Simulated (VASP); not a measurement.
# Ni (P6_3/mmc) in VASP: notebook, part 3 of 3

VASP 6.6.1.

**6. Single point, PBEsol, collinear spin, antiferromagnetic start**

This run uses another cell than the first one, of 10.99 Å³/atom.

INCAR

```
SYSTEM = Ni
PREC = Accurate
ENCUT = 520
EDIFF = 1E-7
ISMEAR = -1
SIGMA = 0.1
LREAL = .False.
LASPH = .True.
NELM = 150
ALGO = Normal
ISIF = 2
LWAVE = .False.
LCHARG = .False.
ISPIN = 2
MAGMOM = 1.5 -1.5
LORBIT = 11
LMAXMIX = 4
GGA = PS
NBANDS = 21
```

KPOINTS

```
Automatic mesh
0
Gamma
  13 13 7
  0 0 0
```

POSCAR

```
Ni
1.0
    2.4802375232      0.0000000000      0.0000000000
   -1.2401182550      2.1479485941      0.0000000000
    0.0000000000      0.0000000000      4.1264037252
Ni
2
Direct
    0.3333333333      0.6666666667      0.2500000000
    0.6666666667      0.3333333333      0.7500000000
```

Potentials or basis: VASP PAW PBE potentials, release 64 (Ni).

Run with:

```bash
$ cat potpaw_PBE.64/Ni/POTCAR > POTCAR
$ mpirun -np 1 vasp_std > vasp.out
```

OUTCAR:

```text
SYSTEM = Ni
   PREC = Accurate
   ENCUT = 520
   EDIFF = 1E-7
   ISMEAR = -1
   LREAL = .False.
   LASPH = .True.
   NELM = 150
   ISIF = 2
   ISPIN = 2
   LORBIT = 11
   GGA = PS

 ion  position               nearest neighbor table
   1  0.333  0.667  0.250-   2 2.51   2 2.51   2 2.51   2 2.51   2 2.51   2 2.51
   2  0.667  0.333  0.750-   1 2.51   1 2.51   1 2.51   1 2.51   1 2.51   1 2.51

  LATTYP: Found a hexagonal cell.
 ALAT       =     2.4802375232
 C/A-ratio  =     1.6637131269

  Lattice vectors:

 A1 = (   2.4802375232,   0.0000000000,   0.0000000000)
 A2 = (  -1.2401182550,   2.1479485941,   0.0000000000)
 A3 = (   0.0000000000,   0.0000000000,   4.1264037252)

Analysis of symmetry for initial positions (statically):
=====================================================================
 Subroutine PRICEL returns:
 Original cell was already a primitive cell.

 Routine SETGRP: Setting up the symmetry group for a
 hexagonal supercell.

 Subroutine GETGRP returns: Found 24 space group operations
 (whereof 12 operations were pure point group operations)
 out of a pool of 24 trial point group operations.

The static configuration has the point symmetry D_3d.
 The point group associated with its full space group is D_6h.

Analysis of symmetry for dynamics (positions and initial velocities):
=====================================================================
 Subroutine PRICEL returns:
 Original cell was already a primitive cell.

 Routine SETGRP: Setting up the symmetry group for a
 hexagonal supercell.

 Subroutine GETGRP returns: Found 24 space group operations
 (whereof 12 operations were pure point group operations)
 out of a pool of 24 trial point group operations.

The dynamic configuration has the point symmetry D_3d.
 The point group associated with its full space group is D_6h.

[... 152 lines left out ...]
 number of electron      20.0000037 magnetization       0.0000000

 Free energy of the ion-electron system (eV)
  ---------------------------------------------------
  ext. energy  EPLUGINS =         0.00000000
  ---------------------------------------------------
  free energy    TOTEN  =       -12.17559683 eV

  energy without entropy =      -11.98440195  energy(sigma->0) =      -12.07999939

 E-fermi :   8.8983     XC(G=0): -13.3718

 val. band max:        8.8965134498   @ k =   0.4615  -0.0000   0.0000
 cond. band min:       8.9040822922   @ k =   0.3846   0.1538   0.4286
 fundamental gap:      0.0075688423
 Fermi energy:         8.8983238162

 spin component 1

 k-point     1 :       0.0000    0.0000    0.0000
  band No.  band energies     occupation
      1       0.0502      1.00000
      2       4.4490      1.00000
      3       6.9646      1.00000
      4       7.0978      1.00000
      5       7.0978      1.00000
      6       7.3554      1.00000
[... 565 lines left out ...]
     20      36.6623      0.00000
     21      37.5759      0.00000

 [... further k-points ...]

 spin component 2

 k-point     1 :       0.0000    0.0000    0.0000
  band No.  band energies     occupation
      1       0.0502      1.00000
      2       4.4490      1.00000
      3       6.9646      1.00000
      4       7.0978      1.00000
      5       7.0978      1.00000
      6       7.3554      1.00000
[... 565 lines left out ...]
     20      36.6623      0.00000
     21      37.5759      0.00000

 [... further k-points ...]

------------------------ aborting loop because EDIFF is reached ----------------------------------------

  FORCE on cell =-STRESS in cart. coord.  units (eV):
  Direction    XX          YY          ZZ          XY          YZ          ZX
  --------------------------------------------------------------------------------------
  -------------------------------------------------------------------------------------
  Total       -1.4081816     -1.4081815     -1.7530523     -0.0000003      0.0000000      0.0000000
  in kB     -102.6314292   -102.6314188   -127.7663753     -0.0000242      0.0000000      0.0000000
  external PRESSURE =    -111.0097411 kB  Pullay stress =       0.0000000 kB

 VOLUME and BASIS-vectors are now :
 -----------------------------------------------------------------------------
  energy-cutoff  :      520.00
  volume of cell :       21.98
      direct lattice vectors                 reciprocal lattice vectors
     2.480237523  0.000000000  0.000000000     0.403187191  0.232780150  0.000000000
    -1.240118255  2.147948594  0.000000000     0.000000000  0.465560490  0.000000000
     0.000000000  0.000000000  4.126403725     0.000000000  0.000000000  0.242341774

 POSITION                                       TOTAL-FORCE (eV/Angst)
 -----------------------------------------------------------------------------------
      0.00000      1.43197      1.03160         0.000000      0.000000      0.000000
      1.24012      0.71598      3.09480        -0.000000     -0.000000      0.000000
 -----------------------------------------------------------------------------------
    total drift:                               -0.000000      0.000000     -0.000000

  FREE ENERGIE OF THE ION-ELECTRON SYSTEM (eV)
  ---------------------------------------------------
  free  energy   TOTEN  =       -12.1755968277 eV

  energy  without entropy=      -11.9844019481  energy(sigma->0) =      -12.07999939

 total charge

# of ion       s       p       d       tot
------------------------------------------
    1        0.492   0.488   8.318   9.298
    2        0.492   0.488   8.318   9.298
--------------------------------------------------
tot          0.984   0.977  16.636  18.597

 magnetization (x)

# of ion       s       p       d       tot
------------------------------------------
    1       -0.000  -0.000  -0.000  -0.000
    2        0.000   0.000   0.000   0.000
--------------------------------------------------
tot          0.000   0.000   0.000   0.000
```

stdout:

```text
POSCAR found type information on POSCAR Ni
 POSCAR found :  1 types and       2 ions
 scaLAPACK will be used
 -----------------------------------------------------------------------------
|                                                                             |
|                                                                             |
|     You enforced a specific xc type in the INCAR file but a different       |
|     I HOPE YOU KNOW WHAT YOU ARE DOING!                                     |
|                                                                             |
 -----------------------------------------------------------------------------

 LDA part: xc-table for (Slater+PW92), standard interpolation
 POSCAR, INCAR and KPOINTS ok, starting setup
 FFT: planning ... GRIDC
 FFT: planning ... GRID_SOFT
 FFT: planning ... GRID
 WAVECAR not read
 entering main loop
```

Wall time 52 s (1 thread of Intel Xeon 6975P-C (Granite Rapids), shared host); peak memory 0.17 GiB.

Results:

- Free energy: -12.1756 eV
- Pressure: -11.1 GPa
- Band gap on the k mesh: zero (filled and empty bands overlap)
- Net moment: 0.00 μB per cell
- Valence electrons inside the program's atomic spheres: Ni 9.30

Stress tensor (GPa, compression positive):
```
-10.26   0.00   0.00
  0.00 -10.26   0.00
  0.00   0.00 -12.78
```

Caveat: the cell stands under tension; the PAW data sets were made with another functional, which shifts forces and pressure a little.
